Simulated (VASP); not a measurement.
# Hf (I4/mmm) in VASP: a series of runs

Runs on Hf. Level: r2SCAN. Tasks: single point.

Everything below comes from runs of VASP 6.6.1. Logs are shortened: lines on timing, memory, paths and dates and some standing lists are left out, and cuts for length are marked.

## 1. The cell of the first run

It takes space group I4/mmm (No. 139, tetragonal). The conventional cell has a = 3.140 Å, b = 3.140 Å, c = 4.518 Å, α = 90.00°, β = 90.00°, γ = 90.00°. Hf (site symmetry 4/mmm) has 12 Hf at 3.14 to 3.17 Å within 4.1 Å.

## 2. Single point, r2SCAN (strain +0.0175 x Voigt [1, 0, 0, 0, 0, 0])

File POSCAR:

```
Hf
1.0
    0.0000000000      2.2200000000      2.2200000000
    2.2588500000      0.0000000000      2.2200000000
    2.2588500000      2.2200000000      0.0000000000
Hf
1
Direct
    0.0000000000      0.0000000000      0.0000000000
```

File INCAR.step1:

```
SYSTEM = Hf
PREC = Accurate
ENCUT = 520
ISMEAR = 0
SIGMA = 0.15
LREAL = .FALSE.
LASPH = .TRUE.
NELM = 60
NBANDS = 11
GGA = PE
ALGO = Normal
EDIFF = 1E-4
LWAVE = .TRUE.
LCHARG = .FALSE.
```

File INCAR.step2:

```
SYSTEM = Hf
PREC = Accurate
ENCUT = 520
EDIFF = 1E-6
ISMEAR = 0
SIGMA = 0.15
LREAL = .FALSE.
LASPH = .TRUE.
NELM = 60
ALGO = Normal
ISIF = 2
LWAVE = .FALSE.
LCHARG = .FALSE.
METAGGA = R2SCAN
LMIXTAU = .TRUE.
NBANDS = 11
ISTART = 1
```

File KPOINTS:

```
Automatic mesh
0
G
  18 18 18
  0 0 0
```

Potentials or basis: VASP PAW PBE potentials, release 64 (Hf_pv).

Launch:

```console
> cat potpaw_PBE.64/Hf_pv/POTCAR > POTCAR
> cp INCAR.step1 INCAR
> mpirun -np 1 vasp_std > vasp.out
> cp INCAR.step2 INCAR
> mpirun -np 1 vasp_std > vasp.out
```

OUTCAR:

```text
SYSTEM = Hf
   PREC = Accurate
   ENCUT = 520
   EDIFF = 1E-6
   ISMEAR = 0
   LREAL = .FALSE.
   LASPH = .TRUE.
   NELM = 60
   ISIF = 2
   METAGGA = R2SCAN
   ISTART = 1

 ion  position               nearest neighbor table
   1  0.000  0.000  0.000-

  LATTYP: Found a body centered tetragonal cell.
 ALAT       =     3.1395541085
 C/A-ratio  =     1.4389622997

  Lattice vectors:

 A1 = (   2.2588500000,   0.0000000000,   2.2200000000)
 A2 = (   2.2588500000,   0.0000000000,  -2.2200000000)
 A3 = (  -2.2588500000,   2.2200000000,   0.0000000000)

Analysis of symmetry for initial positions (statically):
=====================================================================
 Subroutine PRICEL returns:
 Original cell was already a primitive cell.

 Routine SETGRP: Setting up the symmetry group for a
 body centered tetragonal supercell.

 Subroutine GETGRP returns: Found 16 space group operations
 (whereof 16 operations were pure point group operations)
 out of a pool of 16 trial point group operations.

The static configuration has the point symmetry D_4h.

Analysis of symmetry for dynamics (positions and initial velocities):
=====================================================================
 Subroutine PRICEL returns:
 Original cell was already a primitive cell.

 Routine SETGRP: Setting up the symmetry group for a
 body centered tetragonal supercell.

 Subroutine GETGRP returns: Found 16 space group operations
 (whereof 16 operations were pure point group operations)
 out of a pool of 16 trial point group operations.

The dynamic configuration has the point symmetry D_4h.

 Subroutine INISYM returns: Found 16 space group operations
 (whereof 16 operations are pure point group operations),
 and found     1 'primitive' translations

----------------------------------------------------------------------------------------

                                     Primitive cell

  volume of cell :      22.2650

  direct lattice vectors                    reciprocal lattice vectors
     0.000000000  2.220000000  2.220000000    -0.221351573  0.225225225  0.225225225
     2.258850000  0.000000000  2.220000000     0.221351573 -0.225225225  0.225225225
     2.258850000  2.220000000  0.000000000     0.221351573  0.225225225 -0.225225225

  length of vectors
     3.139554108  3.167144348  3.167144348     0.387877974  0.387877974  0.387877974

  position of ions in fractional coordinates (direct lattice)
     0.000000000  0.000000000  0.000000000

[... 81 lines left out ...]
   ISIF   =      2    stress and relaxation
   ISYM   =      2    0-nonsym 1-usesym 2-fastsym
   POTIM  = 0.5000    time-step for ionic-motion
   TEBEG  =    0.0;   TEEND  =   0.0 temperature during run
   PSTRESS=    0.0 pullay stress
   NELECT =      10.0000    total number of electrons
   NUPDOWN=      -1.0000    fix difference up-down
   EMIN   =  10.00;   EMAX   =-10.00  energy-range for DOS
   EFERMI =   0.00;   METHOD = LEGACY
   ISMEAR =     0;   SIGMA  =   0.15  broadening in eV -4-tet -1-fermi 0-gaus
   EFERMI_NEDOS =   21; number of points for ismear=-14 and -15
   IALGO  =     38    algorithm
   IMIX   =      4    mixing-type and parameters
     AMIX     =   0.40;   BMIX     =  1.00
     AMIX_MAG =   1.60;   BMIX_MAG =  1.00
  volume/ion in A,a.u.               =      22.27       150.25
  Fermi-wavevector in a.u.,A,eV,Ry     =   1.253720  2.369186 21.385809  1.571813
  Thomas-Fermi vector in A             =   2.387559
   LORBIT       =      0    0 simple, 1 ext, 2 COOP (PROOUT), +10 PAW based schemes
   METAGGA = R2SCAN    functional components
   LHFCALC =     F    Hartree Fock is set to
   AEXX    =    0.0000 exact exchange contribution
   IVDW    =     0    specifies the selected vdW correction
   LEPSILON=     F    determine dielectric tensor
   LRPA    =     F    only Hartree local field effects (RPA)
 non-spin polarized calculation
 Gauss-broadening in eV      SIGMA  =   0.15
  energy-cutoff  :      520.00
  volume of cell :       22.27
 maximum number of plane-waves:       616
   NGX = 11   NGY = 11   NGZ = 11

 number of electron       9.9999998 magnetization

 Free energy of the ion-electron system (eV)
  ---------------------------------------------------
  ext. energy  EPLUGINS =         0.00000000
  ---------------------------------------------------
  free energy    TOTEN  =       -45.07222455 eV

  energy without entropy =      -45.05680679  energy(sigma->0) =      -45.06451567

 E-fermi :   4.6390     XC(G=0): -12.1964

 val. band max:        4.6388759504   @ k =  -0.2778   0.4444   0.1667
 cond. band min:       4.6444703203   @ k =   0.3333  -0.3333   0.1667
 fundamental gap:      0.0055943699
 Fermi energy:         4.6390426577

 k-point     1 :       0.0000    0.0000    0.0000
  band No.  band energies     occupation
      1     -26.4579      2.00000
      2     -26.4577      2.00000
      3     -26.4577      2.00000
      4      -2.9308      2.00000
      5       6.1139      0.00000
      6       6.3159      0.00000
      7       6.3160      0.00000
      8       9.1057      0.00000
      9       9.4042      0.00000
     10      16.5006      0.00000
     11      16.6449      0.00000
[... 309 lines left out ...]
 k-point    24 :      -0.2222    0.0556    0.0000
  band No.  band energies     occupation
      1     -26.8748      2.00000
      2     -26.5382      2.00000
      3     -26.5039      2.00000
      4      -0.9921      2.00000
      5       4.8022      0.12397
      6       6.5527      0.00000
      7       6.7584      0.00000
      8       8.6493      0.00000
      9       9.6364      0.00000
     10      16.6440      0.00000
     11      17.0006      0.00000

 [... further k-points ...]

------------------------ aborting loop because EDIFF is reached ----------------------------------------

  FORCE on cell =-STRESS in cart. coord.  units (eV):
  Direction    XX          YY          ZZ          XY          YZ          ZX
  --------------------------------------------------------------------------------------
  -------------------------------------------------------------------------------------
  Total       -0.0474448      0.0962108      0.0962108      0.0000000      0.0000000      0.0000000
  in kB       -3.4141004      6.9232699      6.9232699      0.0000000      0.0000000      0.0000000
  external PRESSURE =       3.4774798 kB  Pullay stress =       0.0000000 kB

 VOLUME and BASIS-vectors are now :
 -----------------------------------------------------------------------------
  energy-cutoff  :      520.00
  volume of cell :       22.27
      direct lattice vectors                 reciprocal lattice vectors
     0.000000000  2.220000000  2.220000000    -0.221351573  0.225225225  0.225225225
     2.258850000  0.000000000  2.220000000     0.221351573 -0.225225225  0.225225225
     2.258850000  2.220000000  0.000000000     0.221351573  0.225225225 -0.225225225

 POSITION                                       TOTAL-FORCE (eV/Angst)
 -----------------------------------------------------------------------------------
      0.00000      0.00000      0.00000         0.000000      0.000000      0.000000
 -----------------------------------------------------------------------------------
    total drift:                               -0.000000      0.000000     -0.000000

  FREE ENERGIE OF THE ION-ELECTRON SYSTEM (eV)
  ---------------------------------------------------
  free  energy   TOTEN  =       -45.0722245467 eV

  energy  without entropy=      -45.0568067889  energy(sigma->0) =      -45.06451567
```

Wall time 3.8 min (1 thread of Intel Xeon Platinum 8259CL at 2.50GHz (Skylake/Cascade Lake), shared host); peak memory 0.24 GiB.

What came out:

```yaml
Free_energy: -45.0722 eV
Pressure: 0.3 GPa
Band_gap_on_the_k_mesh: zero (bands 5 and 6 overlap by 2.17 eV)
```

Levels at points of the mesh, in eV from the Fermi level:
```tsv
k point	band 2	band 3	band 4	band 5	band 6	band 7	band 8	band 9
(0.00, 0.00, 0.00)	-31.10	-31.10	-7.57	1.47	1.68	1.68	4.47	4.77
(0.50, 0.00, 0.00)	-31.22	-31.20	-3.75	0.39	1.30	1.53	6.65	6.78
(0.50, 0.50, 0.00)	-31.42	-31.39	-3.33	-2.20	2.57	6.78	7.19	7.42
(0.00, 0.50, 0.50)	-31.38	-31.38	-3.37	-2.15	2.27	6.81	7.30	7.30
```

Caveat: the cell differs from its parent crystal (strain +0.0175 x Voigt [1, 0, 0, 0, 0, 0]); the PAW data sets were made with another functional, which shifts forces and pressure a little; spin-orbit coupling is left out, which moves the levels of the heavy elements.

## 3. Single point, r2SCAN (strain +0.0200 x Voigt [1, 0, 0, 0, 0, 0])

File POSCAR:

```
Hf
1.0
    0.0000000000      2.2200000000      2.2200000000
    2.2644000000      0.0000000000      2.2200000000
    2.2644000000      2.2200000000      0.0000000000
Hf
1
Direct
    0.0000000000      0.0000000000      0.0000000000
```

File INCAR.step1:

```
SYSTEM = Hf
ALGO     = Normal         ! electronic algorithm
EDIFF    = 1E-4           ! SCF threshold, eV
ENCUT    = 520            ! plane-wave cutoff, eV
GGA      = PE             ! functional
ISMEAR   = 0              ! smearing method
LASPH    = .True.         ! aspherical terms in the spheres
LCHARG   = .False.        ! write CHGCAR
LREAL    = .False.        ! projectors in reciprocal space
LWAVE    = .True.         ! write WAVECAR
NBANDS   = 11             ! bands
NELM     = 60             ! most SCF steps
PREC     = Accurate       ! precision mode
SIGMA    = 0.15           ! smearing width, eV
```

File INCAR.step2:

```
SYSTEM = Hf
ALGO     = Normal         ! electronic algorithm
EDIFF    = 1E-6           ! SCF threshold, eV
ENCUT    = 520            ! plane-wave cutoff, eV
ISIF     = 2              ! what is computed and relaxed
ISMEAR   = 0              ! smearing method
ISTART   = 1            
LASPH    = .True.         ! aspherical terms in the spheres
LCHARG   = .False.        ! write CHGCAR
LMIXTAU  = .True.       
LREAL    = .False.        ! projectors in reciprocal space
LWAVE    = .False.        ! write WAVECAR
METAGGA  = R2SCAN         ! meta-GGA
NBANDS   = 11             ! bands
NELM     = 60             ! most SCF steps
PREC     = Accurate       ! precision mode
SIGMA    = 0.15           ! smearing width, eV
```

File KPOINTS:

```
k-points
0
Gamma
  18 18 18
  0 0 0
```

Potentials or basis: VASP PAW PBE potentials, release 64 (Hf_pv).

Launch:

```console
> cat potpaw_PBE.64/Hf_pv/POTCAR > POTCAR
> cp INCAR.step1 INCAR
> mpirun -np 1 vasp_std > vasp.out
> cp INCAR.step2 INCAR
> mpirun -np 1 vasp_std > vasp.out
```

Wall time 3.7 min (1 thread of Intel Xeon Platinum 8259CL at 2.50GHz (Skylake/Cascade Lake), shared host); peak memory 0.24 GiB.

It converged, with:

* Free energy: -45.0721 eV
* Pressure: 0.1 GPa
* Band gap on the k mesh: zero (bands 5 and 6 overlap by 2.17 eV)

Stress tensor (GPa, compression positive):
```
-0.69  0.00  0.00
 0.00  0.48  0.00
 0.00  0.00  0.48
```

Levels at points of the mesh, in eV from the Fermi level:
| k point | band 2 | band 3 | band 4 | band 5 | band 6 | band 7 | band 8 | band 9 |
| --- | --- | --- | --- | --- | --- | --- | --- | --- |
| (0.00, 0.00, 0.00) | -31.11 | -31.11 | -7.56 | 1.46 | 1.69 | 1.69 | 4.43 | 4.78 |
| (0.50, 0.00, 0.00) | -31.23 | -31.21 | -3.74 | 0.38 | 1.28 | 1.54 | 6.63 | 6.77 |
| (0.50, 0.50, 0.00) | -31.43 | -31.40 | -3.32 | -2.19 | 2.57 | 6.76 | 7.16 | 7.41 |
| (0.00, 0.50, 0.50) | -31.39 | -31.39 | -3.36 | -2.13 | 2.23 | 6.80 | 7.28 | 7.28 |

Caveat: the cell differs from its parent crystal (strain +0.0200 x Voigt [1, 0, 0, 0, 0, 0]); the PAW data sets were made with another functional, which shifts forces and pressure a little; spin-orbit coupling is left out, which moves the levels of the heavy elements.
